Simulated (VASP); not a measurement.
# GaN (gw) (Imm2) in VASP: notebook

Runs on GaN (gw). Level: PBEsol. Tasks: single point.

All numbers are computed with VASP 6.6.1; they aren't measurements. Logs are shortened: lines on timing, memory, paths and dates and some standing lists are left out, and cuts for length are marked.

**1. The cell of the first run**

Symmetry: Imm2, No. 44, orthorhombic system. Conventional cell: a = 3.149 Å, b = 3.199 Å, c = 4.453 Å, α = 90.00°, β = 90.00°, γ = 90.00°. Within 2.6 Å of Ga (site symmetry mm2) lie 4 N at 1.93 to 1.94 Å. Within 2.6 Å of N (site symmetry mm2) lie 4 Ga at 1.93 to 1.94 Å.

**2. Single point, PBEsol**

INCAR reads:

```
SYSTEM = GaN
PREC = Accurate ; ENCUT = 600
EDIFF = 1E-6 ; ISMEAR = 0
SIGMA = 0.01 ; LREAL = .False.
LASPH = .True. ; NELM = 120
ALGO = Normal ; ISIF = 2
LWAVE = .False. ; LCHARG = .False.
GGA = PS ; NBANDS = 16
GGA_COMPAT = .False.
```

KPOINTS reads:

```
Automatic mesh
0
Gamma
  6 6 6
  0 0 0
```

POSCAR reads:

```
GaN
1.0
    0.0178997625      2.2444666898      2.2265669273
    2.2444666898      0.0178997625      2.2265669273
    2.2623664523      2.2623664523      0.0000000000
Ga N
1 1
Direct
    0.0012901430      0.0012901430     -0.0012901430
    0.2487098570      0.2487098570      0.2512901430
```

Potentials or basis: VASP PAW PBE potentials, release 64 (Ga_d, N).

The run is started by

```
$ cat potpaw_PBE.64/Ga_d/POTCAR potpaw_PBE.64/N/POTCAR > POTCAR
$ mpirun -np 1 vasp_std > vasp.out
```

OUTCAR:

```text
SYSTEM = GaN
   PREC = Accurate
   ENCUT = 600
   EDIFF = 1E-6
   ISMEAR = 0
   LREAL = .False.
   LASPH = .True.
   NELM = 120
   ISIF = 2
   GGA = PS

 ion  position               nearest neighbor table
   1  0.001  0.001  0.999-   2 1.93   2 1.93   2 1.94   2 1.94
   2  0.249  0.249  0.251-   1 1.93   1 1.93   1 1.94   1 1.94

  LATTYP: Found a body centered orthorhombic cell.
 ALAT       =     3.1488411461
 B/A-ratio  =     1.0160783512
 C/A-ratio  =     1.4142135624

  Lattice vectors:

 A1 = (   2.2444666898,   0.0178997625,  -2.2265669273)
 A2 = (  -2.2444666898,  -0.0178997625,  -2.2265669273)
 A3 = (   0.0178997625,   2.2444666898,   2.2265669273)

Analysis of symmetry for initial positions (statically):
=====================================================================
 Subroutine PRICEL returns:
 Original cell was already a primitive cell.

 Routine SETGRP: Setting up the symmetry group for a
 body centered orthorhombic supercell.

 Subroutine GETGRP returns: Found  4 space group operations
 (whereof  4 operations were pure point group operations)
 out of a pool of  8 trial point group operations.

The static configuration has the point symmetry C_2v.

Analysis of symmetry for dynamics (positions and initial velocities):
=====================================================================
 Subroutine PRICEL returns:
 Original cell was already a primitive cell.

 Routine SETGRP: Setting up the symmetry group for a
 body centered orthorhombic supercell.

 Subroutine GETGRP returns: Found  4 space group operations
 (whereof  4 operations were pure point group operations)
 out of a pool of  8 trial point group operations.

The dynamic configuration has the point symmetry C_2v.

 Subroutine INISYM returns: Found  4 space group operations
 (whereof  4 operations are pure point group operations),
 and found     1 'primitive' translations

----------------------------------------------------------------------------------------

                                     Primitive cell

  volume of cell :      22.4318

  direct lattice vectors                    reciprocal lattice vectors
     0.017899762  2.244466690  2.226566927    -0.224560957  0.224560957  0.224560957
     2.244466690  0.017899762  2.226566927     0.224560957 -0.224560957  0.224560957
     2.262366452  2.262366452  0.000000000     0.221007520  0.221007520 -0.224560957

  length of vectors
     3.161574197  3.161574197  3.199469320     0.388950987  0.388950987  0.384858768

  position of ions in fractional coordinates (direct lattice)
     0.001290143  0.001290143  0.998709857
     0.248709857  0.248709857  0.251290143

  ion indices of the primitive-cell ions
   primitive index   ion index
                 1           1
                 2           2

----------------------------------------------------------------------------------------

 KPOINTS: Automatic mesh

Automatic generation of k-mesh.
 Grid dimensions read from file:
 generate k-points for:    6    6    6

 Generating k-lattice:

  Cartesian coordinates                     Fractional coordinates (reciprocal lattice)
    -0.037426826  0.037426826  0.037426826     0.166666667  0.000000000  0.000000000
     0.037426826 -0.037426826  0.037426826     0.000000000  0.166666667  0.000000000
     0.036834587  0.036834587 -0.037426826    -0.000000000 -0.000000000  0.166666667

  Length of vectors
     0.064825164  0.064825164  0.064143128

  Shift w.r.t. Gamma in fractional coordinates (k-lattice)
     0.000000000  0.000000000  0.000000000

 Subroutine IBZKPT returns following result:
 ===========================================

 Found     46 irreducible k-points:

 Following reciprocal coordinates:
            Coordinates               Weight
  0.000000  0.000000  0.000000      1.000000
  0.166667  0.000000  0.000000      4.000000
  0.333333  0.000000  0.000000      4.000000
  0.500000  0.000000  0.000000      2.000000
  0.166667  0.166667  0.000000      2.000000
  0.333333  0.166667  0.000000      4.000000
[... 16 lines left out ...]
 -0.166667  0.333333  0.166667      4.000000
  0.500000  0.500000  0.166667      4.000000
 [... further k-points ...]
   k-points           NKPTS =     46   k-points in BZ     NKDIM =     46   number of bands    NBANDS=     16
   number of dos      NEDOS =    301   number of ions     NIONS =      2
   total plane-waves  NPLWV =  21952
   dimension x,y,z NGX =    28 NGY =   28 NGZ =   28
   dimension x,y,z NGXF=    56 NGYF=   56 NGZF=   56
   ions per type =               1   1
   NGX,Y,Z   is equivalent  to a cutoff of  14.72, 14.72, 14.55 a.u.
   NGXF,Y,Z  is equivalent  to a cutoff of  29.45, 29.45, 29.10 a.u.
 SYSTEM =  GaN
   PREC   = accura    normal or accurate (medium, high low for compatibility)
   ISTART =      0    job   : 0-new  1-cont  2-samecut
   ICHARG =      2    charge: 1-file 2-atom 10-const
   ISPIN  =      1    spin polarized calculation?
   LNONCOLLINEAR =      F non collinear calculations
   LSORBIT =      F    spin-orbit coupling
   LASPH  =      T    aspherical Exc in radial PAW
   ENCUT  =  600.0 eV  44.10 Ry    6.64 a.u.   6.31  6.31  6.39*2*pi/ulx,y,z
   NELM   =    120;   NELMIN=  2; NELMDL= -5     # of ELM steps
   EDIFF  = 0.1E-05   stopping-criterion for ELM
   LREAL  =      F    real-space projection
   EDIFFG = 0.1E-04   stopping-criterion for IOM
   NSW    =      0    number of steps for IOM
   IBRION =     -1    ionic relax: 0-MD 1-quasi-New 2-CG
   NFREE  =      0    steps in history (QN), initial steepest desc. (CG)
   ISIF   =      2    stress and relaxation
   ISYM   =      2    0-nonsym 1-usesym 2-fastsym
   POTIM  = 0.5000    time-step for ionic-motion
   TEBEG  =    0.0;   TEEND  =   0.0 temperature during run
   PSTRESS=    0.0 pullay stress
   NELECT =      18.0000    total number of electrons
   NUPDOWN=      -1.0000    fix difference up-down
   EMIN   =  10.00;   EMAX   =-10.00  energy-range for DOS
   EFERMI =   0.00;   METHOD = LEGACY
   ISMEAR =     0;   SIGMA  =   0.01  broadening in eV -4-tet -1-fermi 0-gaus
   EFERMI_NEDOS =   21; number of points for ismear=-14 and -15
   IALGO  =     38    algorithm
   IMIX   =      4    mixing-type and parameters
     AMIX     =   0.40;   BMIX     =  1.00
     AMIX_MAG =   1.60;   BMIX_MAG =  1.00
  volume/ion in A,a.u.               =      11.22        75.69
  Fermi-wavevector in a.u.,A,eV,Ry     =   1.521286  2.874814 31.488111  2.314311
  Thomas-Fermi vector in A             =   2.630022
   LORBIT       =      0    0 simple, 1 ext, 2 COOP (PROOUT), +10 PAW based schemes
   GGA     = PS    functional components
   LHFCALC =     F    Hartree Fock is set to
   AEXX    =    0.0000 exact exchange contribution
   IVDW    =     0    specifies the selected vdW correction
   LEPSILON=     F    determine dielectric tensor
   LRPA    =     F    only Hartree local field effects (RPA)
 non-spin polarized calculation
 Gauss-broadening in eV      SIGMA  =   0.01
  energy-cutoff  :      600.00
  volume of cell :       22.43
 maximum number of plane-waves:       764
 NGX is ok and might be reduce to    28
   NGX = 13   NGY = 13   NGZ = 13

 number of electron      18.0000002 magnetization

 Free energy of the ion-electron system (eV)
  ---------------------------------------------------
  ext. energy  EPLUGINS =         0.00000000
  ---------------------------------------------------
  free energy    TOTEN  =       -13.11404771 eV

  energy without entropy =      -13.11404771  energy(sigma->0) =      -13.11404771

 E-fermi :   5.5277     XC(G=0): -12.0098

 val. band max:        5.4191579352   @ k =   0.0000   0.0000   0.0000
 cond. band min:       7.1803286231   @ k =   0.0000   0.0000   0.0000
 fundamental gap:      1.7611706879
 Fermi energy:         5.5276835129

 k-point     1 :       0.0000    0.0000    0.0000
  band No.  band energies     occupation
      1     -10.7330      2.00000
      2      -8.0585      2.00000
      3      -8.0525      2.00000
      4      -8.0472      2.00000
      5      -7.7072      2.00000
      6      -7.7065      2.00000
[... 8 lines left out ...]
     15      24.0419      0.00000
     16      24.2168      0.00000

 k-point     2 :       0.1667    0.0000    0.0000
  band No.  band energies     occupation
      1     -10.4246      2.00000
      2      -8.0210      2.00000
      3      -8.0111      2.00000
      4      -7.9308      2.00000
      5      -7.7093      2.00000
      6      -7.7089      2.00000
[... 8 lines left out ...]
     15      22.0873      0.00000
     16      22.4084      0.00000

 k-point     3 :       0.3333    0.0000    0.0000
  band No.  band energies     occupation
      1      -9.8967      2.00000
      2      -7.9719      2.00000
      3      -7.9611      2.00000
      4      -7.6855      2.00000
      5      -7.6848      2.00000
      6      -7.2620      2.00000
[... 8 lines left out ...]
     15      22.9093      0.00000
     16      23.2414      0.00000

 k-point     4 :       0.5000    0.0000    0.0000
  band No.  band energies     occupation
      1      -9.7213      2.00000
      2      -7.9632      2.00000
      3      -7.9521      2.00000
      4      -7.6561      2.00000
      5      -7.6551      2.00000
      6      -6.4229      2.00000
[... 8 lines left out ...]
     15      24.9938      0.00000
     16      25.3545      0.00000
[... 324 lines left out ...]
 k-point    22 :      -0.3333    0.3333    0.1667
  band No.  band energies     occupation
      1      -9.5661      2.00000
      2      -7.9255      2.00000
      3      -7.8520      2.00000
      4      -7.7342      2.00000
      5      -7.6817      2.00000
      6      -5.9165      2.00000
[... 8 lines left out ...]
     15      24.2601      0.00000
     16      28.4015      0.00000

 k-point    23 :      -0.1667    0.3333    0.1667
  band No.  band energies     occupation
      1      -9.6482      2.00000
      2      -7.9064      2.00000
      3      -7.8881      2.00000
      4      -7.7720      2.00000
      5      -7.6681      2.00000
      6      -6.5870      2.00000
[... 8 lines left out ...]
     15      25.2450      0.00000
     16      28.0735      0.00000

 k-point    24 :       0.5000    0.5000    0.1667
  band No.  band energies     occupation
      1      -9.5640      2.00000
      2      -7.9366      2.00000
      3      -7.7827      2.00000
      4      -7.7806      2.00000
      5      -7.6390      2.00000
      6      -6.1750      2.00000
[... 8 lines left out ...]
     15      28.0254      0.00000
     16      28.0740      0.00000

 [... further k-points ...]

------------------------ aborting loop because EDIFF is reached ----------------------------------------

  FORCE on cell =-STRESS in cart. coord.  units (eV):
  Direction    XX          YY          ZZ          XY          YZ          ZX
  --------------------------------------------------------------------------------------
  -------------------------------------------------------------------------------------
  Total        0.2789253      0.2789253      0.4106495     -0.3434551      0.0000000      0.0000000
  in kB       19.9220477     19.9220477     29.3303637    -24.5310498      0.0000000      0.0000000
  external PRESSURE =      23.0581530 kB  Pullay stress =       0.0000000 kB

 VOLUME and BASIS-vectors are now :
 -----------------------------------------------------------------------------
  energy-cutoff  :      600.00
  volume of cell :       22.43
      direct lattice vectors                 reciprocal lattice vectors
     0.017899762  2.244466690  2.226566927    -0.224560957  0.224560957  0.224560957
     2.244466690  0.017899762  2.226566927     0.224560957 -0.224560957  0.224560957
     2.262366452  2.262366452  0.000000000     0.221007520  0.221007520 -0.224560957

 POSITION                                       TOTAL-FORCE (eV/Angst)
 -----------------------------------------------------------------------------------
      2.26237      2.26237      0.00575         0.000000      0.000000     -0.002813
      1.13118      1.13118      1.10754        -0.000000     -0.000000      0.002813
 -----------------------------------------------------------------------------------
    total drift:                                0.000001      0.000001     -0.000038

  FREE ENERGIE OF THE ION-ELECTRON SYSTEM (eV)
  ---------------------------------------------------
  free  energy   TOTEN  =       -13.1140477116 eV

  energy  without entropy=      -13.1140477116  energy(sigma->0) =      -13.11404771
```

It took 28 s on 1 thread of Intel Xeon Platinum 8375C at 2.90GHz (Ice Lake), shared host; peak memory 0.17 GiB.

What came out:

* Free energy: -13.1140 eV
* Pressure: 2.3 GPa
* Band gap on the k mesh: 1.76 eV, direct

Forces on the atoms (eV/Å):
```
Ga   0.000  0.000 -0.003
N    0.000  0.000  0.003
```

Caveat: the PAW data sets were made with another functional, which shifts forces and pressure a little. A hybrid or GW would open this gap; PBEsol tends to underestimate it.

**3. Single point, PBEsol**

INCAR reads:

```
ALGO = Normal
EDIFF = 1E-6
ENCUT = 600
GGA = PS
GGA_COMPAT = False
ISIF = 2
ISMEAR = 0
LASPH = True
LCHARG = True
LELF = True
LREAL = False
LVHAR = True
LWAVE = False
NBANDS = 16
NELM = 120
PREC = Accurate
SIGMA = 0.01
```

KPOINTS reads:

```
k-points
0
Gamma
  6 6 6
```

POSCAR is that of step 2.

Potentials or basis: VASP PAW PBE potentials, release 64 (Ga_d, N).

The run is started by

```
$ cat potpaw_PBE.64/Ga_d/POTCAR potpaw_PBE.64/N/POTCAR > POTCAR
$ mpirun -np 1 vasp_std > vasp.out
```

OUTCAR:

```text
EDIFF = 1E-6
   ENCUT = 600
   GGA = PS
   ISIF = 2
   ISMEAR = 0
   LASPH = True
   LREAL = False
   NELM = 120
   PREC = Accurate

 ion  position               nearest neighbor table
   1  0.001  0.001  0.999-   2 1.93   2 1.93   2 1.94   2 1.94
   2  0.249  0.249  0.251-   1 1.93   1 1.93   1 1.94   1 1.94

  LATTYP: Found a body centered orthorhombic cell.
 ALAT       =     3.1488411461
 B/A-ratio  =     1.0160783512
 C/A-ratio  =     1.4142135624

  Lattice vectors:
[... 644 lines left out ...]

------------------------ aborting loop because EDIFF is reached ----------------------------------------

  FORCE on cell =-STRESS in cart. coord.  units (eV):
  Direction    XX          YY          ZZ          XY          YZ          ZX
  --------------------------------------------------------------------------------------
  -------------------------------------------------------------------------------------
  Total        0.2789253      0.2789253      0.4106495     -0.3434551      0.0000000      0.0000000
  in kB       19.9220477     19.9220477     29.3303637    -24.5310498      0.0000000      0.0000000
  external PRESSURE =      23.0581530 kB  Pullay stress =       0.0000000 kB

 VOLUME and BASIS-vectors are now :
 -----------------------------------------------------------------------------
  energy-cutoff  :      600.00
  volume of cell :       22.43
      direct lattice vectors                 reciprocal lattice vectors
     0.017899762  2.244466690  2.226566927    -0.224560957  0.224560957  0.224560957
     2.244466690  0.017899762  2.226566927     0.224560957 -0.224560957  0.224560957
     2.262366452  2.262366452  0.000000000     0.221007520  0.221007520 -0.224560957

 POSITION                                       TOTAL-FORCE (eV/Angst)
 -----------------------------------------------------------------------------------
      2.26237      2.26237      0.00575         0.000000      0.000000     -0.002813
      1.13118      1.13118      1.10754        -0.000000     -0.000000      0.002813
 -----------------------------------------------------------------------------------
    total drift:                                0.000001      0.000001     -0.000038

  FREE ENERGIE OF THE ION-ELECTRON SYSTEM (eV)
  ---------------------------------------------------
  free  energy   TOTEN  =       -13.1140477116 eV

  energy  without entropy=      -13.1140477116  energy(sigma->0) =      -13.11404771
```

OSZICAR:

```text
N       E                     dE             d eps       ncg     rms          rms(c)
DAV:   1     0.856439151597E+02    0.85644E+02   -0.10075E+04  1632   0.221E+03
DAV:   2    -0.848722307554E+01   -0.94131E+02   -0.86897E+02  1672   0.349E+02
DAV:   3    -0.148860956988E+02   -0.63989E+01   -0.63662E+01  1704   0.765E+01
DAV:   4    -0.149590938707E+02   -0.72998E-01   -0.72989E-01  1808   0.893E+00
DAV:   5    -0.149600775664E+02   -0.98370E-03   -0.98369E-03  1760   0.951E-01    0.727E+00
DAV:   6    -0.131440651229E+02    0.18160E+01   -0.42605E+00  2224   0.404E+01    0.265E+00
DAV:   7    -0.131336840844E+02    0.10381E-01   -0.28439E-01  1648   0.570E+00    0.169E+00
DAV:   8    -0.131168801604E+02    0.16804E-01   -0.48507E-02  1872   0.269E+00    0.632E-01
DAV:   9    -0.131139977086E+02    0.28825E-02   -0.11243E-02  2176   0.240E+00    0.160E-01
DAV:  10    -0.131140780758E+02   -0.80367E-04   -0.11537E-03  1856   0.496E-01    0.640E-02
DAV:  11    -0.131140458449E+02    0.32231E-04   -0.13229E-04  2224   0.174E-01    0.885E-03
DAV:  12    -0.131140477894E+02   -0.19445E-05   -0.11540E-05  1768   0.450E-02    0.491E-03
DAV:  13    -0.131140477116E+02    0.77805E-07   -0.42946E-07  1096   0.115E-02
   1 F= -.13114048E+02 E0= -.13114048E+02  d E =-.184770E-55
```

Run time: 21 s. Hardware: 1 thread of Intel Xeon Platinum 8375C at 2.90GHz (Ice Lake), shared host; peak memory 0.17 GiB.

What came out:

* Free energy: -13.1140 eV
* Pressure: 2.3 GPa
* Band gap on the k mesh: 1.76 eV, direct

Forces on the atoms (eV/Å):
```
Ga   0.000  0.000 -0.003
N    0.000  0.000  0.003
```

Caveat: the PAW data sets were made with another functional, which shifts forces and pressure a little.
